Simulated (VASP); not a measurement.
# La3SnC (Pmm2) in VASP: further runs

La3SnC is run at these levels: LDA; tasks: single point.

All numbers are computed with VASP 6.6.1; they aren't measurements. Logs are shortened: lines on timing, memory, paths and dates and some standing lists are left out, and cuts for length are marked.

**1. The cell of the first run**

It takes space group Pmm2 (No. 25, orthorhombic). The conventional cell has a = 5.220 Å, b = 5.220 Å, c = 5.220 Å, α = 90.00°, β = 90.00°, γ = 90.00°. Within 3.4 Å of La (site symmetry mm2) lie 2 C at 2.61 Å. Within 3.4 Å of La (site symmetry mm2) lie 2 C at 2.61 Å. Within 3.4 Å of La (site symmetry mm2) lie 2 C at 2.61 Å. Sn (site symmetry mm2) has 12 La at 3.66 to 3.73 Å and 8 C at 4.52 Å within 4.8 Å. Within 3.4 Å of C (site symmetry mm2) lie 6 La at 2.61 Å.

**2. Single point, LDA**

File INCAR:

```
  PREC = Accurate
  ENCUT = 520
  EDIFF = 1E-6
  ISMEAR = -1
  SIGMA = 0.05
  LREAL = False
  LASPH = True
  NELM = 80
  ALGO = Normal
  ISIF = 2
  LWAVE = False
  LCHARG = False
  NBANDS = 34
```

File KPOINTS:

```
Automatic mesh
0
Gamma
  4 4 4
```

File POSCAR:

```
La3SnC
1.0
    5.2202995700      0.0000000000      0.0000000000
    0.0000000000      5.2202995700      0.0000000000
    0.0000000000      0.0000000000      5.2202995700
La Sn C
3 1 1
Direct
    0.5000000000      0.0000000000     -0.0095779944
    0.0000000000      0.5000000000      0.0000000000
    0.0000000000      0.0000000000      0.5000000000
    0.5000000000      0.5000000000      0.5000000000
    0.0000000000      0.0000000000      0.0000000000
```

Potentials or basis: VASP PAW LDA potentials, release 64 (La, Sn_d, C).

Command:

```
> cat potpaw_LDA.64/La/POTCAR potpaw_LDA.64/Sn_d/POTCAR potpaw_LDA.64/C/POTCAR > POTCAR
> mpirun -np 1 vasp_std > vasp.out
```

OUTCAR:

```text
PREC = Accurate
   ENCUT = 520
   EDIFF = 1E-6
   ISMEAR = -1
   LREAL = False
   LASPH = True
   NELM = 80
   ISIF = 2

 ion  position               nearest neighbor table
   1  0.500  0.000  0.990-   5 2.61   5 2.61   3 3.66   4 3.66   3 3.66   4 3.66
   2  0.000  0.500  0.000-   5 2.61   5 2.61   4 3.69   4 3.69   4 3.69   4 3.69
   3  0.000  0.000  0.500-   5 2.61   5 2.61   1 3.66   1 3.66   4 3.69   4 3.69   4 3.69   4 3.69

   4  0.500  0.500  0.500-   1 3.66   1 3.66   3 3.69   2 3.69   2 3.69   3 3.69   2 3.69   3 3.69
                             2 3.69   3 3.69
   5  0.000  0.000  0.000-   2 2.61   3 2.61   3 2.61   2 2.61   1 2.61   1 2.61

  LATTYP: Found a simple cubic cell.
 ALAT       =     5.2202995700

  Lattice vectors:

 A1 = (   5.2202995700,   0.0000000000,   0.0000000000)
 A2 = (   0.0000000000,   5.2202995700,   0.0000000000)
 A3 = (   0.0000000000,   0.0000000000,   5.2202995700)

Analysis of symmetry for initial positions (statically):
=====================================================================
 Subroutine PRICEL returns:
 Original cell was already a primitive cell.

 Routine SETGRP: Setting up the symmetry group for a
 simple cubic supercell.

 Subroutine GETGRP returns: Found  4 space group operations
 (whereof  4 operations were pure point group operations)
 out of a pool of 48 trial point group operations.

The static configuration has the point symmetry C_2v.

Analysis of symmetry for dynamics (positions and initial velocities):
=====================================================================
 Subroutine PRICEL returns:
 Original cell was already a primitive cell.

 Routine SETGRP: Setting up the symmetry group for a
 simple cubic supercell.

 Subroutine GETGRP returns: Found  4 space group operations
 (whereof  4 operations were pure point group operations)
 out of a pool of 48 trial point group operations.

The dynamic configuration has the point symmetry C_2v.

 Subroutine INISYM returns: Found  4 space group operations
 (whereof  4 operations are pure point group operations),
 and found     1 'primitive' translations

----------------------------------------------------------------------------------------

                                     Primitive cell

  volume of cell :     142.2611

  direct lattice vectors                    reciprocal lattice vectors
     5.220299570  0.000000000  0.000000000     0.191559888  0.000000000  0.000000000
     0.000000000  5.220299570  0.000000000     0.000000000  0.191559888  0.000000000
     0.000000000  0.000000000  5.220299570     0.000000000  0.000000000  0.191559888

  length of vectors
     5.220299570  5.220299570  5.220299570     0.191559888  0.191559888  0.191559888

  position of ions in fractional coordinates (direct lattice)
     0.500000000  0.000000000  0.990422006
     0.000000000  0.500000000  0.000000000
     0.000000000  0.000000000  0.500000000
     0.500000000  0.500000000  0.500000000
     0.000000000  0.000000000  0.000000000

  ion indices of the primitive-cell ions
   primitive index   ion index
                 1           1
                 2           2
                 3           3
                 4           4
                 5           5

----------------------------------------------------------------------------------------

 KPOINTS: Automatic mesh

Automatic generation of k-mesh.
 Grid dimensions read from file:
 generate k-points for:    4    4    4

 Generating k-lattice:

  Cartesian coordinates                     Fractional coordinates (reciprocal lattice)
     0.047889972  0.000000000  0.000000000     0.250000000  0.000000000  0.000000000
     0.000000000  0.047889972  0.000000000     0.000000000  0.250000000  0.000000000
     0.000000000  0.000000000  0.047889972     0.000000000  0.000000000  0.250000000

  Length of vectors
     0.047889972  0.047889972  0.047889972

  Shift w.r.t. Gamma in fractional coordinates (k-lattice)
     0.000000000  0.000000000  0.000000000

 Subroutine IBZKPT returns following result:
 ===========================================

 Found     27 irreducible k-points:

 Following reciprocal coordinates:
            Coordinates               Weight
  0.000000  0.000000  0.000000      1.000000
  0.250000  0.000000  0.000000      2.000000
  0.000000  0.250000  0.000000      2.000000
  0.000000  0.000000  0.250000      2.000000
  0.500000  0.000000  0.000000      1.000000
  0.000000  0.500000  0.000000      1.000000
[... 16 lines left out ...]
  0.250000  0.250000  0.500000      4.000000
  0.500000  0.500000  0.250000      2.000000
 [... further k-points ...]
   k-points           NKPTS =     27   k-points in BZ     NKDIM =     27   number of bands    NBANDS=     34
   number of dos      NEDOS =    301   number of ions     NIONS =      5
   total plane-waves  NPLWV =  64000
   dimension x,y,z NGX =    40 NGY =   40 NGZ =   40
   dimension x,y,z NGXF=    80 NGYF=   80 NGZF=   80
   ions per type =               3   1   1
   NGX,Y,Z   is equivalent  to a cutoff of  12.74, 12.74, 12.74 a.u.
   NGXF,Y,Z  is equivalent  to a cutoff of  25.48, 25.48, 25.48 a.u.
 SYSTEM =  unknown system
   PREC   = accura    normal or accurate (medium, high low for compatibility)
   ISTART =      0    job   : 0-new  1-cont  2-samecut
   ICHARG =      2    charge: 1-file 2-atom 10-const
   ISPIN  =      1    spin polarized calculation?
   LNONCOLLINEAR =      F non collinear calculations
   LSORBIT =      F    spin-orbit coupling
   LASPH  =      T    aspherical Exc in radial PAW
   ENCUT  =  520.0 eV  38.22 Ry    6.18 a.u.   9.71  9.71  9.71*2*pi/ulx,y,z
   NELM   =     80;   NELMIN=  2; NELMDL= -5     # of ELM steps
   EDIFF  = 0.1E-05   stopping-criterion for ELM
   LREAL  =      F    real-space projection
   EDIFFG = 0.1E-04   stopping-criterion for IOM
   NSW    =      0    number of steps for IOM
   IBRION =     -1    ionic relax: 0-MD 1-quasi-New 2-CG
   NFREE  =      0    steps in history (QN), initial steepest desc. (CG)
   ISIF   =      2    stress and relaxation
   ISYM   =      2    0-nonsym 1-usesym 2-fastsym
   POTIM  = 0.5000    time-step for ionic-motion
   TEBEG  =    0.0;   TEEND  =   0.0 temperature during run
   PSTRESS=    0.0 pullay stress
   NELECT =      51.0000    total number of electrons
   NUPDOWN=      -1.0000    fix difference up-down
   EMIN   =  10.00;   EMAX   =-10.00  energy-range for DOS
   EFERMI =   0.00;   METHOD = LEGACY
   ISMEAR =    -1;   SIGMA  =   0.05  broadening in eV -4-tet -1-fermi 0-gaus
   EFERMI_NEDOS =   21; number of points for ismear=-14 and -15
   IALGO  =     38    algorithm
   IMIX   =      4    mixing-type and parameters
     AMIX     =   0.40;   BMIX     =  1.00
     AMIX_MAG =   1.60;   BMIX_MAG =  1.00
  volume/ion in A,a.u.               =      28.45       192.01
  Fermi-wavevector in a.u.,A,eV,Ry     =   1.162973  2.197699 18.401950  1.352505
  Thomas-Fermi vector in A             =   2.299528
   LORBIT       =      0    0 simple, 1 ext, 2 COOP (PROOUT), +10 PAW based schemes
   GGA     = CA    functional components
   LHFCALC =     F    Hartree Fock is set to
   AEXX    =    0.0000 exact exchange contribution
   IVDW    =     0    specifies the selected vdW correction
   LEPSILON=     F    determine dielectric tensor
   LRPA    =     F    only Hartree local field effects (RPA)
 non-spin polarized calculation
  energy-cutoff  :      520.00
  volume of cell :      142.26
 maximum number of plane-waves:      3887
 NGX is ok and might be reduce to    40
   NGX = 19   NGY = 19   NGZ = 19

 number of electron      50.9999989 magnetization

 Free energy of the ion-electron system (eV)
  ---------------------------------------------------
  ext. energy  EPLUGINS =         0.00000000
  ---------------------------------------------------
  free energy    TOTEN  =       -33.59168294 eV

  energy without entropy =      -33.56451254  energy(sigma->0) =      -33.57809774

 E-fermi :   7.6479     XC(G=0): -10.1021

 val. band max:        7.6453134603   @ k =   0.0000   0.0000   0.0000
 cond. band min:       7.6916588640   @ k =   0.2500   0.0000   0.2500
 fundamental gap:      0.0463454037
 Fermi energy:         7.6478545972

 k-point     1 :       0.0000    0.0000    0.0000
  band No.  band energies     occupation
      1     -24.8605      2.00000
      2     -24.6107      2.00000
      3     -24.6099      2.00000
      4     -12.9050      2.00000
      5     -12.9050      2.00000
      6     -12.9048      2.00000
[... 26 lines left out ...]
     33       9.6388      0.00000
     34       9.6468      0.00000

 k-point     2 :       0.2500    0.0000    0.0000
  band No.  band energies     occupation
      1     -24.8289      2.00000
      2     -24.6428      2.00000
      3     -24.6095      2.00000
      4     -12.9066      2.00000
      5     -12.9064      2.00000
      6     -12.9050      2.00000
[... 26 lines left out ...]
     33       9.6109      0.00000
     34       9.6363      0.00000

 k-point     3 :       0.0000    0.2500    0.0000
  band No.  band energies     occupation
      1     -24.8292      2.00000
      2     -24.6424      2.00000
      3     -24.6097      2.00000
      4     -12.9066      2.00000
      5     -12.9064      2.00000
      6     -12.9050      2.00000
[... 26 lines left out ...]
     33       9.6092      0.00000
     34       9.6189      0.00000
[... 704 lines left out ...]
 k-point    23 :       0.2500    0.2500    0.5000
  band No.  band energies     occupation
      1     -24.7358      2.00000
      2     -24.6924      2.00000
      3     -24.6506      2.00000
      4     -12.9065      2.00000
      5     -12.9063      2.00000
      6     -12.9062      2.00000
[... 26 lines left out ...]
     33       9.5372      0.00000
     34       9.5723      0.00000

 k-point    24 :       0.5000    0.5000    0.2500
  band No.  band energies     occupation
      1     -24.6930      2.00000
      2     -24.6924      2.00000
      3     -24.6917      2.00000
      4     -12.9062      2.00000
      5     -12.9062      2.00000
      6     -12.9045      2.00000
[... 26 lines left out ...]
     33       9.5646      0.00000
     34       9.5982      0.00000

 [... further k-points ...]

------------------------ aborting loop because EDIFF is reached ----------------------------------------

  FORCE on cell =-STRESS in cart. coord.  units (eV):
  Direction    XX          YY          ZZ          XY          YZ          ZX
  --------------------------------------------------------------------------------------
  -------------------------------------------------------------------------------------
  Total       -3.7895785     -3.7589777     -3.7576759      0.0000000      0.0000000      0.0000000
  in kB      -42.6790964    -42.3344631    -42.3198021      0.0000000      0.0000000      0.0000000
  external PRESSURE =     -42.4444539 kB  Pullay stress =       0.0000000 kB

 VOLUME and BASIS-vectors are now :
 -----------------------------------------------------------------------------
  energy-cutoff  :      520.00
  volume of cell :      142.26
      direct lattice vectors                 reciprocal lattice vectors
     5.220299570  0.000000000  0.000000000     0.191559888  0.000000000  0.000000000
     0.000000000  5.220299570  0.000000000     0.000000000  0.191559888  0.000000000
     0.000000000  0.000000000  5.220299570     0.000000000  0.000000000  0.191559888

 POSITION                                       TOTAL-FORCE (eV/Angst)
 -----------------------------------------------------------------------------------
      2.61015      0.00000      5.17030         0.000000      0.000000      0.147565
      0.00000      2.61015      0.00000         0.000000      0.000000      0.031175
      0.00000      0.00000      2.61015         0.000000      0.000000     -0.122955
      2.61015      2.61015      2.61015         0.000000      0.000000     -0.020227
      0.00000      0.00000      0.00000         0.000000      0.000000     -0.035558
 -----------------------------------------------------------------------------------
    total drift:                               -0.000000      0.000000     -0.000168

  FREE ENERGIE OF THE ION-ELECTRON SYSTEM (eV)
  ---------------------------------------------------
  free  energy   TOTEN  =       -33.5916829360 eV

  energy  without entropy=      -33.5645125360  energy(sigma->0) =      -33.57809774
```

Wall time 5 min (1 thread of Intel Xeon 8259CL, shared host); peak memory 0.29 GiB.

What came out:

- Free energy: -33.5917 eV
- Pressure: -4.2 GPa
- Largest force: 0.148 eV/Å
- Band gap on the k mesh: zero (an odd number of electrons rules out a gap without spin polarisation)

Forces in eV/Å, atoms in the order of the input:
```
La   0.000  0.000  0.148
La   0.000  0.000  0.031
La   0.000  0.000 -0.123
Sn   0.000  0.000 -0.020
C    0.000  0.000 -0.036
```

Caveat: the cell stands under tension; spin-orbit coupling is left out, which moves the levels of the heavy elements.

(Part 1 of 2 ends here.)
